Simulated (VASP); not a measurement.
# NaMgF3 (Neighborite) in VASP: a series of runs, part 3 of 3

VASP 6.6.1. The steps go on from the part before.

**5. Single point, LDA**

The input, INCAR:

```
SYSTEM = NaMgF3
  ALGO = Normal
  EDIFF = 1E-6
  ENCUT = 520
  GGA = CA
  ISIF = 2
  ISMEAR = 0
  LASPH = .True.
  LCHARG = .False.
  LREAL = .False.
  LWAVE = .False.
  NBANDS = 23
  NELM = 60
  PREC = Accurate
  SIGMA = 0.01
```

The input, KPOINTS:

```
k-points
0
Gamma
  5 5 5
  0 0 0
```

The input, POSCAR:

```
NaMgF3
1.0
    3.8760000000      0.0000000000      0.0000000000
    0.0000000000      3.8760000000      0.0000000000
    0.0000000000      0.0000000000      3.8760000000
Na Mg F
1 1 3
Direct
    0.0000000000      0.0000000000      0.0025799794
    0.5000000000      0.5000000000      0.5000000000
    0.5000000000      0.5000000000      0.0000000000
    0.0000000000      0.5000000000      0.5000000000
    0.5000000000      0.0000000000      0.5000000000
```

Potentials or basis: VASP PAW LDA potentials, release 64 (Na_pv, Mg, F).

Run with:

```console
$ cat potpaw_LDA.64/Na_pv/POTCAR potpaw_LDA.64/Mg/POTCAR potpaw_LDA.64/F/POTCAR > POTCAR
$ mpirun -np 1 vasp_std > vasp.out
```

OUTCAR:

```text
SYSTEM = NaMgF3
   EDIFF = 1E-6
   ENCUT = 520
   GGA = CA
   ISIF = 2
   ISMEAR = 0
   LASPH = .True.
   LREAL = .False.
   NELM = 60
   PREC = Accurate

 ion  position               nearest neighbor table
   1  0.000  0.000  0.003-
   2  0.500  0.500  0.500-   3 1.94   4 1.94   5 1.94   3 1.94   5 1.94   4 1.94
   3  0.500  0.500  0.000-   2 1.94   2 1.94
   4  0.000  0.500  0.500-   2 1.94   2 1.94
   5  0.500  0.000  0.500-   2 1.94   2 1.94

  LATTYP: Found a simple cubic cell.
 ALAT       =     3.8760000000

  Lattice vectors:

 A1 = (   3.8760000000,   0.0000000000,   0.0000000000)
 A2 = (   0.0000000000,   3.8760000000,   0.0000000000)
 A3 = (   0.0000000000,   0.0000000000,   3.8760000000)

Analysis of symmetry for initial positions (statically):
=====================================================================
 Subroutine PRICEL returns:
 Original cell was already a primitive cell.

 Routine SETGRP: Setting up the symmetry group for a
 simple cubic supercell.

 Subroutine GETGRP returns: Found  8 space group operations
 (whereof  8 operations were pure point group operations)
 out of a pool of 48 trial point group operations.

The static configuration has the point symmetry C_4v.

Analysis of symmetry for dynamics (positions and initial velocities):
=====================================================================
 Subroutine PRICEL returns:
 Original cell was already a primitive cell.

 Routine SETGRP: Setting up the symmetry group for a
 simple cubic supercell.

 Subroutine GETGRP returns: Found  8 space group operations
 (whereof  8 operations were pure point group operations)
[... 114 lines left out ...]
   EMIN   =  10.00;   EMAX   =-10.00  energy-range for DOS
   EFERMI =   0.00;   METHOD = LEGACY
   ISMEAR =     0;   SIGMA  =   0.01  broadening in eV -4-tet -1-fermi 0-gaus
   EFERMI_NEDOS =   21; number of points for ismear=-14 and -15
   IALGO  =     38    algorithm
   IMIX   =      4    mixing-type and parameters
     AMIX     =   0.40;   BMIX     =  1.00
     AMIX_MAG =   1.60;   BMIX_MAG =  1.00
  volume/ion in A,a.u.               =      11.65        78.59
  Fermi-wavevector in a.u.,A,eV,Ry     =   1.312396  2.480068 23.434438  1.722383
  Thomas-Fermi vector in A             =   2.442791
   LORBIT       =      0    0 simple, 1 ext, 2 COOP (PROOUT), +10 PAW based schemes
   GGA     = CA    functional components
   LHFCALC =     F    Hartree Fock is set to
   AEXX    =    0.0000 exact exchange contribution
   IVDW    =     0    specifies the selected vdW correction
   LEPSILON=     F    determine dielectric tensor
   LRPA    =     F    only Hartree local field effects (RPA)
 non-spin polarized calculation
 Gauss-broadening in eV      SIGMA  =   0.01
  energy-cutoff  :      520.00
  volume of cell :       58.23
 maximum number of plane-waves:      1594
 NGX is ok and might be reduce to    30
   NGX = 15   NGY = 15   NGZ = 15

 number of electron      30.0000028 magnetization

 Free energy of the ion-electron system (eV)
  ---------------------------------------------------
  ext. energy  EPLUGINS =         0.00000000
  ---------------------------------------------------
  free energy    TOTEN  =       -26.71654104 eV

  energy without entropy =      -26.71654104  energy(sigma->0) =      -26.71654104

 E-fermi :  -1.7630     XC(G=0): -10.1622

 val. band max:       -1.8145049027   @ k =   0.4000   0.4000   0.4000
 cond. band min:       4.1270286105   @ k =   0.0000   0.0000   0.0000
 fundamental gap:      5.9415335132
 Fermi energy:        -1.7630091704

 k-point     1 :       0.0000    0.0000    0.0000
  band No.  band energies     occupation
      1     -21.8188      2.00000
      2     -21.6934      2.00000
      3     -21.6934      2.00000
      4     -21.6933      2.00000
      5     -20.9038      2.00000
      6     -20.9036      2.00000
[... 457 lines left out ...]
     22      12.6505      0.00000
     23      14.5681      0.00000

------------------------ aborting loop because EDIFF is reached ----------------------------------------

  FORCE on cell =-STRESS in cart. coord.  units (eV):
  Direction    XX          YY          ZZ          XY          YZ          ZX
  --------------------------------------------------------------------------------------
  -------------------------------------------------------------------------------------
  Total       -1.3916731     -1.3916731     -1.3915773      0.0000000      0.0000000      0.0000000
  in kB      -38.2909816    -38.2909816    -38.2883470      0.0000000      0.0000000      0.0000000
  external PRESSURE =     -38.2901034 kB  Pullay stress =       0.0000000 kB

 VOLUME and BASIS-vectors are now :
 -----------------------------------------------------------------------------
  energy-cutoff  :      520.00
  volume of cell :       58.23
      direct lattice vectors                 reciprocal lattice vectors
     3.876000000  0.000000000  0.000000000     0.257997936  0.000000000  0.000000000
     0.000000000  3.876000000  0.000000000     0.000000000  0.257997936  0.000000000
     0.000000000  0.000000000  3.876000000     0.000000000  0.000000000  0.257997936

 POSITION                                       TOTAL-FORCE (eV/Angst)
 -----------------------------------------------------------------------------------
      0.00000      0.00000      0.01000         0.000000      0.000000     -0.000343
      1.93800      1.93800      1.93800        -0.000000     -0.000000      0.010668
      1.93800      1.93800      0.00000        -0.000000     -0.000000      0.004469
      0.00000      1.93800      1.93800        -0.000000      0.000000     -0.007397
      1.93800      0.00000      1.93800        -0.000000      0.000000     -0.007397
 -----------------------------------------------------------------------------------
    total drift:                                0.000000      0.000000     -0.000318

  FREE ENERGIE OF THE ION-ELECTRON SYSTEM (eV)
  ---------------------------------------------------
  free  energy   TOTEN  =       -26.7165410447 eV

  energy  without entropy=      -26.7165410447  energy(sigma->0) =      -26.71654104
```

OSZICAR:

```text
N       E                     dE             d eps       ncg     rms          rms(c)
DAV:   1     0.274663449607E+03    0.27466E+03   -0.15878E+04   836   0.139E+03
DAV:   2    -0.940590292769E+01   -0.28407E+03   -0.26523E+03   996   0.397E+02
DAV:   3    -0.286263966362E+02   -0.19220E+02   -0.19135E+02  1031   0.102E+02
DAV:   4    -0.288828291342E+02   -0.25643E+00   -0.25638E+00   884   0.128E+01
DAV:   5    -0.288868991364E+02   -0.40700E-02   -0.40698E-02  1017   0.153E+00    0.831E+00
DAV:   6    -0.268433665684E+02    0.20435E+01   -0.61657E+00   982   0.177E+01    0.257E+00
DAV:   7    -0.267664588964E+02    0.76908E-01   -0.69248E-02   863   0.260E+00    0.156E+00
DAV:   8    -0.267167414372E+02    0.49717E-01   -0.46689E-02  1082   0.536E+00    0.234E-01
DAV:   9    -0.267170854239E+02   -0.34399E-03   -0.89873E-03   961   0.797E-01    0.189E-01
DAV:  10    -0.267165462175E+02    0.53921E-03   -0.19347E-03   947   0.345E-01    0.117E-02
DAV:  11    -0.267165416946E+02    0.45229E-05   -0.34778E-05   982   0.124E-01    0.725E-03
DAV:  12    -0.267165410447E+02    0.64986E-06   -0.75997E-06  1097   0.285E-02
   1 F= -.26716541E+02 E0= -.26716541E+02  d E =-.109885E-14
```

stdout:

```text
POSCAR found type information on POSCAR NaMgF
 POSCAR found :  3 types and       5 ions
 scaLAPACK will be used
 LDA part: xc-table for (Slater(with rela. corr.)+CA(PZ))
 , standard interpolation
 POSCAR, INCAR and KPOINTS ok, starting setup
 FFT: planning ... GRIDC
 FFT: planning ... GRID_SOFT
 FFT: planning ... GRID
 WAVECAR not read
 entering main loop
```

It took 23 s on 1 thread of Intel Xeon Platinum 8375C at 2.90GHz (Ice Lake), shared host; peak memory 0.16 GiB.

Results:

| Item | Value |
| --- | --- |
| Free energy | -26.7165 eV |
| Pressure | -3.8 GPa |
| Largest force | 0.011 eV/Å |
| Band gap on the k mesh | 5.94 eV, indirect (least direct gap 6.34 eV) |

Forces in eV/Å, atoms in the order of the input:
```
Na   0.000  0.000  0.000
Mg   0.000  0.000  0.011
F    0.000  0.000  0.004
F    0.000  0.000 -0.007
F    0.000  0.000 -0.007
```

A k mesh can miss the band edges. LDA gaps usually lie below the measured ones, often by a third to a half.

**6. Single point, LDA**

The input, INCAR:

```
SYSTEM = NaMgF3
PREC = Accurate ; ENCUT = 520
EDIFF = 1E-7 ; ISMEAR = 0
SIGMA = 0.01 ; LREAL = .False.
LASPH = .True. ; NELM = 100
ALGO = Normal ; ISIF = 2
LWAVE = .False. ; LCHARG = .True.
LELF = .True. ; LVHAR = .True.
NBANDS = 23
```

The input, KPOINTS:

```
regular mesh
0
Gamma
  5 5 5
  0 0 0
```

POSCAR, as its differences from that of step 5:

```diff
@@ -8,3 +8,3 @@
 Direct
-    0.0000000000      0.0000000000      0.0025799794
+    0.0000000000      0.0000000000      0.0051599587
     0.5000000000      0.5000000000      0.5000000000
```

Potentials or basis: VASP PAW LDA potentials, release 64 (Na_pv, Mg, F).

Run with:

```console
$ cat potpaw_LDA.64/Na_pv/POTCAR potpaw_LDA.64/Mg/POTCAR potpaw_LDA.64/F/POTCAR > POTCAR
$ mpirun -np 1 vasp_std > vasp.out
```

It took 30 s on 1 thread of Intel Xeon Platinum 8375C at 2.90GHz (Ice Lake), shared host; peak memory 0.16 GiB.

It converged, with:

```yaml
Free_energy: -26.7165 eV
Pressure: -3.8 GPa
Largest_force: 0.021 eV/Å
Band_gap_on_the_k_mesh: 5.94 eV, indirect (least direct gap 6.34 eV)
```

Forces in eV/Å, atoms in the order of the input:
```
Na   0.000  0.000  0.000
Mg   0.000  0.000  0.021
F    0.000  0.000  0.009
F    0.000  0.000 -0.015
F    0.000  0.000 -0.015
```

Levels at points of the mesh, in eV from the valence-band top:
```csv
k point,band 11,band 12,band 13,band 14,band 15,band 16,band 17,band 18,band 19,band 20
"(0.00, 0.00, 0.00)",-0.64,-0.64,-0.40,-0.40,-0.40,5.94,13.39,13.39,13.64,15.60
```

A k mesh can miss the band edges. Expect the measured gap to be larger: semilocal functionals such as LDA lack the derivative discontinuity.
